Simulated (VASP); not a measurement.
# B6As (R-3m) in VASP: a series of runs

The runs below take B6As through relaxation of shape and atoms at fixed volume, with r2SCAN.

All numbers are computed with VASP 6.6.1; they aren't measurements. Logs are shortened: lines on timing, memory, paths and dates and some standing lists are left out, and cuts for length are marked.

### Step 1. The cell of the first run

The structure is trigonal, space group R-3m (No. 166). The conventional cell has a = 6.320 Å, b = 6.320 Å, c = 12.321 Å, α = 90.00°, β = 90.00°, γ = 120.00°. B (site symmetry m) has 6 B at 1.83 to 1.96 Å within 2.4 Å. B (site symmetry m) has 5 B at 1.78 to 1.86 Å and 1 As at 2.07 Å within 2.4 Å. Within 2.7 Å of As (site symmetry 3m) lie 3 B at 2.07 Å and 1 As at 2.47 Å.

### Step 2. Relaxation of shape and atoms at fixed volume, r2SCAN (10.15 Å³/atom)

POSCAR

```
B6As
1.0
    3.1598065497      1.8243151621      4.1069263954
   -3.1598065497      1.8243151621      4.1069263954
    0.0000000000     -3.6486303241      4.1069263954
B As
12 2
Direct
    0.0138243008      0.0138243008      0.3244266208
    0.0138243008      0.3244266208      0.0138243008
    0.8223628415      0.2717414181      0.8223628415
    0.8223628415      0.8223628415      0.2717414181
    0.2717414181      0.8223628415      0.8223628415
    0.7282585819      0.1776371585      0.1776371585
    0.1776371585      0.7282585819      0.1776371585
    0.1776371585      0.1776371585      0.7282585819
    0.9861756992      0.6755733792      0.9861756992
    0.9861756992      0.9861756992      0.6755733792
    0.6755733792      0.9861756992      0.9861756992
    0.3244266208      0.0138243008      0.0138243008
    0.6000495787      0.6000495787      0.6000495787
    0.3999504213      0.3999504213      0.3999504213
```

INCAR.step1

```
PREC = Accurate
ENCUT = 600
ISMEAR = 0
SIGMA = 0.02
LREAL = F
LASPH = T
NELM = 100
GGA = PE
ALGO = Normal
EDIFF = 1E-4
LWAVE = T
LCHARG = F
```

INCAR.step2

```
PREC = Accurate
ENCUT = 600
EDIFF = 1E-6
ISMEAR = 0
SIGMA = 0.02
LREAL = F
LASPH = T
NELM = 100
ALGO = Normal
ISIF = 4
LWAVE = F
LCHARG = F
METAGGA = R2SCAN
LMIXTAU = T
IBRION = 2
NSW = 50
EDIFFG = -0.01
ISTART = 1
```

KPOINTS

```
regular mesh
0
Gamma
  6 6 6
```

Potentials or basis: VASP PAW PBE potentials, release 64 (B, As).

Command:

```bash
$ cat potpaw_PBE.64/B/POTCAR potpaw_PBE.64/As/POTCAR > POTCAR
$ cp INCAR.step1 INCAR
$ mpirun -np 1 vasp_std > vasp.out
$ cp INCAR.step2 INCAR
$ mpirun -np 1 vasp_std > vasp.out
```

OUTCAR:

```text
PREC = Accurate
   ENCUT = 600
   EDIFF = 1E-6
   ISMEAR = 0
   LREAL = F
   LASPH = T
   NELM = 100
   ISIF = 4
   METAGGA = R2SCAN
   IBRION = 2
   NSW = 50
   EDIFFG = -0.01
   ISTART = 1

 ion  position               nearest neighbor table
   1  0.014  0.014  0.324-   6 1.83   7 1.83  10 1.84   4 1.86   2 1.96  12 1.96
   2  0.014  0.324  0.014-   8 1.83   6 1.83   9 1.84   3 1.86  12 1.96   1 1.96
   3  0.822  0.272  0.822-   6 1.78   8 1.78  10 1.83  11 1.83   2 1.86  13 2.07
   4  0.822  0.822  0.272-   6 1.78   7 1.78   9 1.83  11 1.83   1 1.86  13 2.07
   5  0.272  0.822  0.822-   7 1.78   8 1.78  10 1.83   9 1.83  12 1.86  13 2.07
   6  0.728  0.178  0.178-   3 1.78   4 1.78   1 1.83   2 1.83  11 1.86  14 2.07
   7  0.178  0.728  0.178-   5 1.78   4 1.78   1 1.83  12 1.83   9 1.86  14 2.07
   8  0.178  0.178  0.728-   3 1.78   5 1.78   2 1.83  12 1.83  10 1.86  14 2.07
   9  0.986  0.676  0.986-   4 1.83   5 1.83   2 1.84   7 1.86  11 1.96  10 1.96
  10  0.986  0.986  0.676-   3 1.83   5 1.83   1 1.84   8 1.86   9 1.96  11 1.96
  11  0.676  0.986  0.986-   4 1.83   3 1.83  12 1.84   6 1.86   9 1.96  10 1.96
  12  0.324  0.014  0.014-   8 1.83   7 1.83  11 1.84   5 1.86   2 1.96   1 1.96
  13  0.600  0.600  0.600-   3 2.07   5 2.07   4 2.07  14 2.47
  14  0.400  0.400  0.400-   6 2.07   7 2.07   8 2.07  13 2.47

  LATTYP: Found a trigonal (rhomboedric) cell.
 ALAT       =     5.4935733052
 COS(alpha) =     0.3383304673

  Lattice vectors:

 A1 = (   3.1598065497,   1.8243151621,   4.1069263954)
 A2 = (  -3.1598065497,   1.8243151621,   4.1069263954)
 A3 = (   0.0000000000,  -3.6486303241,   4.1069263954)

Analysis of symmetry for initial positions (statically):
=====================================================================
 Subroutine PRICEL returns:
 Original cell was already a primitive cell.

 Routine SETGRP: Setting up the symmetry group for a
 trigonal (rhombohedral) supercell.

 Subroutine GETGRP returns: Found 12 space group operations
 (whereof 12 operations were pure point group operations)
 out of a pool of 12 trial point group operations.

The static configuration has the point symmetry D_3d.

Analysis of symmetry for dynamics (positions and initial velocities):
=====================================================================
 Subroutine PRICEL returns:
 Original cell was already a primitive cell.

 Routine SETGRP: Setting up the symmetry group for a
 trigonal (rhombohedral) supercell.

 Subroutine GETGRP returns: Found 12 space group operations
 (whereof 12 operations were pure point group operations)
 out of a pool of 12 trial point group operations.

The dynamic configuration has the point symmetry D_3d.

 Subroutine INISYM returns: Found 12 space group operations
 (whereof 12 operations are pure point group operations),
 and found     1 'primitive' translations

----------------------------------------------------------------------------------------

                                     Primitive cell

  volume of cell :     142.0458

  direct lattice vectors                    reciprocal lattice vectors
     3.159806550  1.824315162  4.106926395     0.158237535  0.091358484  0.081163698
    -3.159806550  1.824315162  4.106926395    -0.158237535  0.091358484  0.081163698
     0.000000000 -3.648630324  4.106926395     0.000000000 -0.182716967  0.081163698

  length of vectors
     5.493573305  5.493573305  5.493573305     0.199932578  0.199932578  0.199932578

  position of ions in fractional coordinates (direct lattice)
     0.013824301  0.013824301  0.324426621
     0.013824301  0.324426621  0.013824301
     0.822362842  0.271741418  0.822362842
     0.822362842  0.822362842  0.271741418
     0.271741418  0.822362842  0.822362842
     0.728258582  0.177637158  0.177637158
     0.177637158  0.728258582  0.177637158
     0.177637158  0.177637158  0.728258582
     0.986175699  0.675573379  0.986175699
     0.986175699  0.986175699  0.675573379
     0.675573379  0.986175699  0.986175699
     0.324426621  0.013824301  0.013824301
     0.600049579  0.600049579  0.600049579
     0.399950421  0.399950421  0.399950421

  ion indices of the primitive-cell ions
   primitive index   ion index
                 1           1
                 2           2
                 3           3
                 4           4
                 5           5
                 6           6
                 7           7
                 8           8
                 9           9
                10          10
                11          11
                12          12
                13          13
                14          14

----------------------------------------------------------------------------------------

 KPOINTS: regular mesh

Automatic generation of k-mesh.
 Grid dimensions read from file:
 generate k-points for:    6    6    6

 Generating k-lattice:

  Cartesian coordinates                     Fractional coordinates (reciprocal lattice)
     0.026372923  0.015226414  0.013527283     0.166666667  0.000000000  0.000000000
    -0.026372923  0.015226414  0.013527283     0.000000000  0.166666667  0.000000000
     0.000000000 -0.030452828  0.013527283     0.000000000  0.000000000  0.166666667

  Length of vectors
     0.033322096  0.033322096  0.033322096

  Shift w.r.t. Gamma in fractional coordinates (k-lattice)
     0.000000000  0.000000000  0.000000000

 Subroutine IBZKPT returns following result:
 ===========================================

 Found     32 irreducible k-points:

 Following reciprocal coordinates:
            Coordinates               Weight
  0.000000  0.000000  0.000000      1.000000
  0.166667  0.000000  0.000000      6.000000
  0.333333  0.000000  0.000000      6.000000
  0.500000  0.000000  0.000000      3.000000
  0.166667  0.166667  0.000000      6.000000
  0.333333  0.166667  0.000000     12.000000
[... 16 lines left out ...]
  0.500000  0.500000  0.166667      6.000000
 -0.333333  0.500000  0.166667     12.000000
 [... further k-points ...]
   k-points           NKPTS =     32   k-points in BZ     NKDIM =     32   number of bands    NBANDS=     31
   number of dos      NEDOS =    301   number of ions     NIONS =     14
   total plane-waves  NPLWV = 110592
   dimension x,y,z NGX =    48 NGY =   48 NGZ =   48
   dimension x,y,z NGXF=    96 NGYF=   96 NGZF=   96
   ions per type =              12   2
   NGX,Y,Z   is equivalent  to a cutoff of  14.53, 14.53, 14.53 a.u.
   NGXF,Y,Z  is equivalent  to a cutoff of  29.05, 29.05, 29.05 a.u.
 SYSTEM =  unknown system
   PREC   = accura    normal or accurate (medium, high low for compatibility)
   ISTART =      1    job   : 0-new  1-cont  2-samecut
   ICHARG =      0    charge: 1-file 2-atom 10-const
   ISPIN  =      1    spin polarized calculation?
   LNONCOLLINEAR =      F non collinear calculations
   LSORBIT =      F    spin-orbit coupling
   LASPH  =      T    aspherical Exc in radial PAW
   ENCUT  =  600.0 eV  44.10 Ry    6.64 a.u.  10.97 10.97 10.97*2*pi/ulx,y,z
   NELM   =    100;   NELMIN=  2; NELMDL=  0     # of ELM steps
   EDIFF  = 0.1E-05   stopping-criterion for ELM
   LREAL  =      F    real-space projection
   EDIFFG = -.1E-01   stopping-criterion for IOM
   NSW    =     50    number of steps for IOM
   IBRION =      2    ionic relax: 0-MD 1-quasi-New 2-CG
   NFREE  =      1    steps in history (QN), initial steepest desc. (CG)
   ISIF   =      4    stress and relaxation
   ISYM   =      2    0-nonsym 1-usesym 2-fastsym
   POTIM  = 0.5000    time-step for ionic-motion
   TEBEG  =    0.0;   TEEND  =   0.0 temperature during run
   PSTRESS=    0.0 pullay stress
   NELECT =      46.0000    total number of electrons
   NUPDOWN=      -1.0000    fix difference up-down
   EMIN   =  10.00;   EMAX   =-10.00  energy-range for DOS
   EFERMI =   0.00;   METHOD = LEGACY
   ISMEAR =     0;   SIGMA  =   0.02  broadening in eV -4-tet -1-fermi 0-gaus
   EFERMI_NEDOS =   21; number of points for ismear=-14 and -15
   IALGO  =     38    algorithm
   IMIX   =      4    mixing-type and parameters
     AMIX     =   0.40;   BMIX     =  1.00
     AMIX_MAG =   1.60;   BMIX_MAG =  1.00
  volume/ion in A,a.u.               =      10.15        68.47
  Fermi-wavevector in a.u.,A,eV,Ry     =   1.124220  2.124468 17.196000  1.263870
  Thomas-Fermi vector in A             =   2.260890
   LORBIT       =      0    0 simple, 1 ext, 2 COOP (PROOUT), +10 PAW based schemes
   METAGGA = R2SCAN    functional components
   LHFCALC =     F    Hartree Fock is set to
   AEXX    =    0.0000 exact exchange contribution
   IVDW    =     0    specifies the selected vdW correction
   LEPSILON=     F    determine dielectric tensor
   LRPA    =     F    only Hartree local field effects (RPA)
 conjugate gradient relaxation of ions
 non-spin polarized calculation
 Gauss-broadening in eV      SIGMA  =   0.02
  energy-cutoff  :      600.00
  volume of cell :      142.05
 maximum number of plane-waves:      4771
 NGX is ok and might be reduce to    48
   NGX = 21   NGY = 21   NGZ = 21

--------------------------------------- Ionic step        1  -------------------------------------------

 number of electron      46.0000000 magnetization

 Free energy of the ion-electron system (eV)
  ---------------------------------------------------
  ext. energy  EPLUGINS =         0.00000000
  ---------------------------------------------------
  free energy    TOTEN  =      -119.84285061 eV

  energy without entropy =     -119.84285061  energy(sigma->0) =     -119.84285061

------------------------ aborting loop because EDIFF is reached ----------------------------------------

  FORCE on cell =-STRESS in cart. coord.  units (eV):
  Direction    XX          YY          ZZ          XY          YZ          ZX
  --------------------------------------------------------------------------------------
  -------------------------------------------------------------------------------------
  Total      -13.8832944    -13.8832944    -13.3951133      0.0000000     -0.0000000      0.0000000
  in kB     -156.5938074   -156.5938074   -151.0874676      0.0000000     -0.0000000      0.0000000
  external PRESSURE =    -154.7583608 kB  Pullay stress =       0.0000000 kB
[... 225 lines left out ...]
  energy  without entropy=     -119.8490598076  energy(sigma->0) =     -119.84905981

--------------------------------------- Ionic step        6  -------------------------------------------

 number of electron      46.0000001 magnetization

 Free energy of the ion-electron system (eV)
  ---------------------------------------------------
  ext. energy  EPLUGINS =         0.00000000
  ---------------------------------------------------
  free energy    TOTEN  =      -119.84912991 eV

  energy without entropy =     -119.84912991  energy(sigma->0) =     -119.84912991

 E-fermi :   3.7684     XC(G=0): -11.2274

 val. band max:        3.6366264656   @ k =   0.5000   0.5000   0.5000
 cond. band min:       5.9603614071   @ k =   0.5000   0.5000   0.5000
 fundamental gap:      2.3237349415
 Fermi energy:         3.7684427005

 k-point     1 :       0.0000    0.0000    0.0000
  band No.  band energies     occupation
      1     -11.2957      2.00000
      2      -8.2215      2.00000
      3      -6.7772      2.00000
      4      -6.7772      2.00000
      5      -6.6291      2.00000
      6      -5.5080      2.00000
[... 805 lines left out ...]
     30       9.8077      0.00000
     31      10.2453      0.00000

 [... further k-points ...]

------------------------ aborting loop because EDIFF is reached ----------------------------------------

  FORCE on cell =-STRESS in cart. coord.  units (eV):
  Direction    XX          YY          ZZ          XY          YZ          ZX
  --------------------------------------------------------------------------------------
  -------------------------------------------------------------------------------------
  Total      -13.3512368    -13.3512368    -13.3541288      0.0000000     -0.0000000     -0.0000000
  in kB     -150.5925710   -150.5925710   -150.6251905      0.0000000     -0.0000000     -0.0000000
  external PRESSURE =    -150.6034442 kB  Pullay stress =       0.0000000 kB
[... 29 lines left out ...]
  FREE ENERGIE OF THE ION-ELECTRON SYSTEM (eV)
  ---------------------------------------------------
  free  energy   TOTEN  =      -119.8491299149 eV

  energy  without entropy=     -119.8491299149  energy(sigma->0) =     -119.84912991

 reached required accuracy - stopping structural energy minimisation
```

Wall time 34 min (1 thread of Oxide Virtual Turin-like, shared host); peak memory 0.41 GiB.

Results:

| Property | Result |
| --- | --- |
| Free energy | -119.8491 eV |
| Energy gained by relaxing | 0.4 meV/atom |
| Ionic steps | 6 |
| Pressure after relaxing | -15.1 GPa |
| Band gap on the k mesh | 2.32 eV |

Forces in eV/Å, atoms in the order of the input:
```
B    0.000  0.001 -0.002
B    0.001  0.000 -0.002
B   -0.001  0.001  0.001
B    0.000 -0.002  0.001
B    0.001  0.001  0.001
B   -0.001 -0.001 -0.001
B    0.001 -0.001 -0.001
B    0.000  0.002 -0.001
B   -0.001  0.000  0.002
B    0.000 -0.001  0.002
B    0.001  0.000  0.002
B   -0.001  0.000 -0.002
As   0.000  0.000 -0.002
As   0.000  0.000  0.002
```

The path:
```tsv
step	energy change (eV)	largest force (eV/Å)	pressure (GPa)	volume (Å³)
1	0.0000	0.1805	-15.48	142.05
2	-0.0049	0.1094	-14.92	142.05
3	-0.0059	0.0273	-15.09	142.05
4	-0.0062	0.0138	-15.07	142.05
5	-0.0062	0.0202	-15.06	142.05
6	-0.0063	0.0021	-15.06	142.05
```

Final structure:
```yaml
crystal:
  lattice:
    - [3.15731, 1.82288, 4.11342]
    - [-3.15731, 1.82288, 4.11342]
    - [0.00000, -3.64575, 4.11342]
  atoms:
    - { symbol: B, position: [0.01317, 0.01317, 0.32398] }
    - { symbol: B, position: [0.01317, 0.32398, 0.01317] }
    - { symbol: B, position: [0.82284, 0.27091, 0.82284] }
    - { symbol: B, position: [0.82284, 0.82284, 0.27091] }
    - { symbol: B, position: [0.27091, 0.82284, 0.82284] }
    - { symbol: B, position: [0.72909, 0.17716, 0.17716] }
    - { symbol: B, position: [0.17716, 0.72909, 0.17716] }
    - { symbol: B, position: [0.17716, 0.17716, 0.72909] }
    - { symbol: B, position: [0.98683, 0.67602, 0.98683] }
    - { symbol: B, position: [0.98683, 0.98683, 0.67602] }
    - { symbol: B, position: [0.67602, 0.98683, 0.98683] }
    - { symbol: B, position: [0.32398, 0.01317, 0.01317] }
    - { symbol: As, position: [0.59993, 0.59993, 0.59993] }
    - { symbol: As, position: [0.40007, 0.40007, 0.40007] }
```

Caveat: the PAW data sets were made with another functional, which shifts forces and pressure a little. A k mesh can miss the band edges.

(Part 1 of 2 ends here.)
